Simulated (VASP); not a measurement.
# GaN (F-43m) in VASP: settings compared, part 2 of 2

VASP 6.6.1. The steps go on from the part before.

## Step 4: Single point, HSE06

File POSCAR:

```
GaN
1.0
    0.0000000000      2.2489525415      2.2489525415
    2.2489525415      0.0000000000      2.2489525415
    2.2489525415      2.2489525415      0.0000000000
Ga N
1 1
Direct
    0.0000000000      0.0000000000      0.0000000000
    0.2500000000      0.2500000000      0.2500000000
```

File INCAR.step1:

```
PREC = Accurate
ENCUT = 520
EDIFF = 1E-5
ISMEAR = 0
SIGMA = 0.01
LREAL = False
LASPH = True
NELM = 100
ALGO = Normal
ISIF = 2
LWAVE = True
LCHARG = False
NBANDS = 16
GGA = PE
ISYM = 0
```

File INCAR.step2:

```
PREC = Accurate
ENCUT = 520
EDIFF = 1E-7
ISMEAR = 0
SIGMA = 0.01
LREAL = False
LASPH = True
NELM = 100
ALGO = Normal
ISIF = 2
LWAVE = False
LCHARG = False
GGA = PE
LHFCALC = True
HFSCREEN = 0.2079
PRECFOCK = Normal
NBANDS = 16
ISTART = 1
ISYM = 0
```

File KPOINTS:

```
regular mesh
0
Gamma
  4 4 4
```

Potentials or basis: VASP PAW PBE potentials, release 64 (Ga_d, N).

Launch:

```
cat potpaw_PBE.64/Ga_d/POTCAR potpaw_PBE.64/N/POTCAR > POTCAR
cp INCAR.step1 INCAR
mpirun -np 1 vasp_std > vasp.out
cp INCAR.step2 INCAR
mpirun -np 1 vasp_std > vasp.out
```

OUTCAR:

```text
PREC = Accurate
   ENCUT = 520
   EDIFF = 1E-7
   ISMEAR = 0
   LREAL = False
   LASPH = True
   NELM = 100
   ISIF = 2
   GGA = PE
   LHFCALC = True
   HFSCREEN = 0.2079
   PRECFOCK = Normal
   ISTART = 1
   ISYM = 0

 ion  position               nearest neighbor table
   1  0.000  0.000  0.000-   2 1.95   2 1.95   2 1.95   2 1.95
   2  0.250  0.250  0.250-   1 1.95   1 1.95   1 1.95   1 1.95

IMPORTANT INFORMATION: All symmetrisations will be switched off!
NOSYMM: (Re-)initialisation of all symmetry stuff for point group C_1.

----------------------------------------------------------------------------------------

                                     Primitive cell

  volume of cell :      22.7494

  direct lattice vectors                    reciprocal lattice vectors
     0.000000000  2.248952542  2.248952542    -0.222325723  0.222325723  0.222325723
     2.248952542  0.000000000  2.248952542     0.222325723 -0.222325723  0.222325723
     2.248952542  2.248952542  0.000000000     0.222325723  0.222325723 -0.222325723

  length of vectors
     3.180499185  3.180499185  3.180499185     0.385079448  0.385079448  0.385079448

  position of ions in fractional coordinates (direct lattice)
     0.000000000  0.000000000  0.000000000
     0.250000000  0.250000000  0.250000000

  ion indices of the primitive-cell ions
   primitive index   ion index
                 1           1
                 2           2

----------------------------------------------------------------------------------------

 KPOINTS: regular mesh

Automatic generation of k-mesh.
 Grid dimensions read from file:
 generate k-points for:    4    4    4

 Generating k-lattice:

  Cartesian coordinates                     Fractional coordinates (reciprocal lattice)
    -0.055581431  0.055581431  0.055581431     0.250000000  0.000000000  0.000000000
     0.055581431 -0.055581431  0.055581431     0.000000000  0.250000000  0.000000000
     0.055581431  0.055581431 -0.055581431     0.000000000  0.000000000  0.250000000

  Length of vectors
     0.096269862  0.096269862  0.096269862

  Shift w.r.t. Gamma in fractional coordinates (k-lattice)
     0.000000000  0.000000000  0.000000000

 Subroutine IBZKPT returns following result:
 ===========================================

 Found     36 irreducible k-points:

 Following reciprocal coordinates:
            Coordinates               Weight
  0.000000  0.000000  0.000000      1.000000
  0.250000  0.000000  0.000000      2.000000
  0.000000  0.250000  0.000000      2.000000
  0.000000  0.000000  0.250000      2.000000
  0.250000  0.250000  0.250000      2.000000
  0.500000  0.000000  0.000000      1.000000
[... 16 lines left out ...]
  0.250000  0.500000  0.500000      2.000000
  0.500000  0.000000  0.250000      2.000000
 [... further k-points ...]
   k-points           NKPTS =     36   k-points in BZ     NKDIM =     64   number of bands    NBANDS=     16
   number of dos      NEDOS =    301   number of ions     NIONS =      2
   total plane-waves  NPLWV =  13824
   dimension x,y,z NGX =    24 NGY =   24 NGZ =   24
   dimension x,y,z NGXF=    48 NGYF=   48 NGZF=   48
   ions per type =               1   1
   NGX,Y,Z   is equivalent  to a cutoff of  12.54, 12.54, 12.54 a.u.
   NGXF,Y,Z  is equivalent  to a cutoff of  25.09, 25.09, 25.09 a.u.
 SYSTEM =  unknown system
   PREC   = accura    normal or accurate (medium, high low for compatibility)
   ISTART =      1    job   : 0-new  1-cont  2-samecut
   ICHARG =      0    charge: 1-file 2-atom 10-const
   ISPIN  =      1    spin polarized calculation?
   LNONCOLLINEAR =      F non collinear calculations
   LSORBIT =      F    spin-orbit coupling
   LASPH  =      T    aspherical Exc in radial PAW
   ENCUT  =  520.0 eV  38.22 Ry    6.18 a.u.   5.91  5.91  5.91*2*pi/ulx,y,z
   NELM   =    100;   NELMIN=  2; NELMDL=  0     # of ELM steps
   EDIFF  = 0.1E-06   stopping-criterion for ELM
   LREAL  =      F    real-space projection
   EDIFFG = 0.1E-05   stopping-criterion for IOM
   NSW    =      0    number of steps for IOM
   IBRION =     -1    ionic relax: 0-MD 1-quasi-New 2-CG
   NFREE  =      0    steps in history (QN), initial steepest desc. (CG)
   ISIF   =      2    stress and relaxation
   ISYM   =      0    0-nonsym 1-usesym 2-fastsym
   POTIM  = 0.5000    time-step for ionic-motion
   TEBEG  =    0.0;   TEEND  =   0.0 temperature during run
   PSTRESS=    0.0 pullay stress
   NELECT =      18.0000    total number of electrons
   NUPDOWN=      -1.0000    fix difference up-down
   EMIN   =  10.00;   EMAX   =-10.00  energy-range for DOS
   EFERMI =   0.00;   METHOD = LEGACY
   ISMEAR =     0;   SIGMA  =   0.01  broadening in eV -4-tet -1-fermi 0-gaus
   EFERMI_NEDOS =   21; number of points for ismear=-14 and -15
   IALGO  =     38    algorithm
   IMIX   =      1    mixing-type and parameters
     AMIX     =   0.40;   BMIX     =  1.00
     AMIX_MAG =   1.60;   BMIX_MAG =  1.00
  volume/ion in A,a.u.               =      11.37        76.76
  Fermi-wavevector in a.u.,A,eV,Ry     =   1.514173  2.861371 31.194330  2.292719
  Thomas-Fermi vector in A             =   2.623866
   LORBIT       =      0    0 simple, 1 ext, 2 COOP (PROOUT), +10 PAW based schemes
   GGA     = PE    functional components
   LHFCALC =     T    Hartree Fock is set to
   PRECFOCK=normal    Normal, Fast or Accurate (Low or Medium for compatibility)
   ENCUT4O =  -1.0   cutoff for four orbital integrals eV
   NKREDX  =     1    reduce k-point grid by
   NKREDY  =     1    reduce k-point grid by
   NKREDZ  =     1    reduce k-point grid by
   AEXX    =    0.2500 exact exchange contribution
   HFSCREEN=    0.2079 screening length (either q_TF or 0.3 A-1)
   HFSCREENC=   0.2079 screening length for correlation (either q_TF or 0.3 A-1)
   ENCUTFOCK=  -1.0 apply spherical cutoff to Coloumb kernel
   IVDW    =     0    specifies the selected vdW correction
   LEPSILON=     F    determine dielectric tensor
   LRPA    =     F    only Hartree local field effects (RPA)
 non-spin polarized calculation
 Gauss-broadening in eV      SIGMA  =   0.01
  energy-cutoff  :      520.00
  volume of cell :       22.75
 maximum number of plane-waves:       620
  NGX = 18; NGY = 18; NGZ = 18

 number of electron      18.0000009 magnetization

 Free energy of the ion-electron system (eV)
  ---------------------------------------------------
  ext. energy  EPLUGINS =         0.00000000
  ---------------------------------------------------
  free energy    TOTEN  =       -14.68923740 eV

  energy without entropy =      -14.68923740  energy(sigma->0) =      -14.68923740

 E-fermi :   4.6205     XC(G=0):  -9.5802

 val. band max:        4.5430198363   @ k =   0.0000   0.0000   0.0000
 cond. band min:       7.5984898107   @ k =   0.0000   0.0000   0.0000
 fundamental gap:      3.0554699744
 Fermi energy:         4.6204944117

 k-point     1 :       0.0000    0.0000    0.0000
  band No.  band energies     occupation
      1     -12.9378      2.00000
      2     -11.0516      2.00000
      3     -11.0516      2.00000
      4     -11.0516      2.00000
      5     -10.7302      2.00000
      6     -10.7302      2.00000
[... 8 lines left out ...]
     15      25.0672      0.00000
     16      25.0672      0.00000

 k-point     2 :       0.2500    0.0000    0.0000
  band No.  band energies     occupation
      1     -12.4979      2.00000
      2     -10.9923      2.00000
      3     -10.9923      2.00000
      4     -10.7268      2.00000
      5     -10.7268      2.00000
      6     -10.5108      2.00000
[... 8 lines left out ...]
     15      23.0269      0.00000
     16      23.0269      0.00000

 k-point     3 :       0.0000    0.2500    0.0000
  band No.  band energies     occupation
      1     -12.4979      2.00000
      2     -10.9923      2.00000
      3     -10.9923      2.00000
      4     -10.7268      2.00000
      5     -10.7268      2.00000
      6     -10.5108      2.00000
[... 8 lines left out ...]
     15      23.0269      0.00000
     16      23.0269      0.00000
[... 362 lines left out ...]
 k-point    23 :       0.2500    0.5000    0.5000
  band No.  band energies     occupation
      1     -12.2471      2.00000
      2     -10.9286      2.00000
      3     -10.8583      2.00000
      4     -10.7989      2.00000
      5     -10.6825      2.00000
      6      -8.8433      2.00000
[... 8 lines left out ...]
     15      27.7256      0.00000
     16      28.0978      0.00000

 k-point    24 :       0.5000    0.0000    0.2500
  band No.  band energies     occupation
      1     -12.2471      2.00000
      2     -10.9286      2.00000
      3     -10.8583      2.00000
      4     -10.7989      2.00000
      5     -10.6825      2.00000
      6      -8.8433      2.00000
[... 8 lines left out ...]
     15      27.7256      0.00000
     16      28.0978      0.00000

 [... further k-points ...]
[... 5 lines left out ...]
  --------------------------------------------------------------------------------------
  -------------------------------------------------------------------------------------
  Total       -0.0187224     -0.0187186     -0.0187278      0.0000174      0.0000186      0.0000186
  in kB       -1.3185673     -1.3182992     -1.3189456      0.0012289      0.0013070      0.0013130
  external PRESSURE =      -1.3186040 kB  Pullay stress =       0.0000000 kB

 VOLUME and BASIS-vectors are now :
 -----------------------------------------------------------------------------
  energy-cutoff  :      520.00
  volume of cell :       22.75
      direct lattice vectors                 reciprocal lattice vectors
     0.000000000  2.248952542  2.248952542    -0.222325723  0.222325723  0.222325723
     2.248952542  0.000000000  2.248952542     0.222325723 -0.222325723  0.222325723
     2.248952542  2.248952542  0.000000000     0.222325723  0.222325723 -0.222325723

 POSITION                                       TOTAL-FORCE (eV/Angst)
 -----------------------------------------------------------------------------------
      0.00000      0.00000      0.00000         0.000017      0.000017      0.000018
      1.12448      1.12448      1.12448        -0.000017     -0.000017     -0.000018
 -----------------------------------------------------------------------------------
    total drift:                                0.000005      0.000005      0.000004

  FREE ENERGIE OF THE ION-ELECTRON SYSTEM (eV)
  ---------------------------------------------------
  free  energy   TOTEN  =       -14.6892373991 eV

  energy  without entropy=      -14.6892373991  energy(sigma->0) =      -14.68923740
```

It took 13 min on 1 thread of Intel Xeon Platinum 8488C (Sapphire Rapids), shared host; peak memory 0.25 GiB.

Results:

```yaml
Free_energy: -14.6892 eV
Pressure: -0.1 GPa
Band_gap_on_the_k_mesh: 3.06 eV, direct
```

Caveat: the k points lie up to 0.60 Å⁻¹ apart; the PAW data sets were made with another functional, which shifts forces and pressure a little.

## Step 5: Summary

| level | share of exact exchange | screening parameter | gap on the mesh (eV) | pressure (GPa) |
| --- | --- | --- | --- | --- |
| PBE-based screened hybrid | 0.75 | 0.3 1/Å | 5.22 | -9.9 |
| PBE-based screened hybrid | 0.3 | 0.5 1/Å | 2.61 | 0.7 |
| HSE06 | - | 0.2079 1/Å | 3.06 | -0.1 |

Alike in all rows: task single point; potentials or basis VASP PAW PBE potentials, release 64 (Ga_d, N); no spin polarisation; cell as given; k mesh 4 × 4 × 4; cutoff (eV) 520; smearing gaussian 0.01 eV.

Caveats: all runs use coarse meshes; the PAW data sets were made with another functional, which shifts forces and pressure a little.

Total energies depend on the potentials used, so only differences within one code and one set of settings carry meaning.
